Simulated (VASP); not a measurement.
# Cl: single point with PBE+D3(BJ)

System: Cl.

```xyz
16
Lattice="8.4343 0.0000 0.0000 0.0000 8.4343 0.0000 0.0000 0.0000 8.4343" Properties=species:S:1:pos:R:3 pbc="T T T"
Cl    2.8491    0.2808    5.7669
Cl    2.8641    2.3300    5.8867
Cl    8.1560    8.2316    6.1546
Cl    6.1662    8.5993    6.2270
Cl    7.3357    3.3050    7.1063
Cl    7.4964    3.1244    5.1146
Cl    5.9723   -0.0189    3.4618
Cl    5.7989    0.0195    1.4127
Cl    1.9990    6.3590    3.5679
Cl    1.3147    6.5734    1.6010
Cl    7.8044    3.3771    1.8337
Cl    6.0674    4.4093    2.2156
Cl    2.6806    5.8899    8.1245
Cl    3.2788    5.1647    6.1277
Cl    2.4603    2.1095    0.7141
Cl    2.6706    2.4669    2.9115
```

```json
{
 "Program": "VASP 6.6.1",
 "Task": "single point",
 "Functional": "PBE",
 "Dispersion": "D3(BJ)",
 "Potentials or basis": "VASP PAW PBE potentials, release 64 (Cl)",
 "Cutoff": "520 eV",
 "k mesh": "1 × 1 × 1",
 "Occupations": "fermi-dirac, width 0.02 eV",
 "Spin": "no spin polarisation"
}
```

| Property | Result |
| --- | --- |
| Pressure | -1.9 GPa |
| Largest force | 1.608 eV/Å |
| Dispersion energy per atom | -0.109 eV |

Forces on the atoms (eV/Å):
```
Cl   0.210 -0.151  0.164
Cl  -0.124  0.025  0.144
Cl   0.102  0.136  0.082
Cl  -0.158 -0.410  0.149
Cl   0.137  0.120  0.371
Cl   0.133  0.164 -0.370
Cl  -0.155  0.094 -0.285
Cl   0.125 -0.044 -0.072
Cl  -0.343 -0.111 -0.734
Cl   0.429  0.113  0.905
Cl  -0.881  0.347  0.247
Cl   0.672 -0.385 -0.273
Cl  -0.071 -0.610 -0.738
Cl  -0.218  0.622  0.403
Cl   0.276  0.495  1.505
Cl  -0.135 -0.404 -1.498
```

Stress tensor (GPa, compression positive):
```
-1.32  0.25 -0.02
 0.25 -0.80 -0.21
-0.02 -0.21 -3.67
```

Levels at points of the mesh, in eV from the Fermi level:
| k point | band 53 | band 54 | band 55 | band 56 | band 57 | band 58 | band 59 | band 60 |
| --- | --- | --- | --- | --- | --- | --- | --- | --- |
| (0.00, 0.00, 0.00) | -0.80 | -0.59 | -0.56 | -0.51 | 0.51 | 1.14 | 1.36 | 1.61 |

Wall time 110 s on 1 thread of Oxide Virtual Turin-like Processor, with other jobs on the host, peak memory 0.46 GiB.

Caveat: the k points lie up to 0.74 Å⁻¹ apart; the atoms stand as in a frame of molecular dynamics.
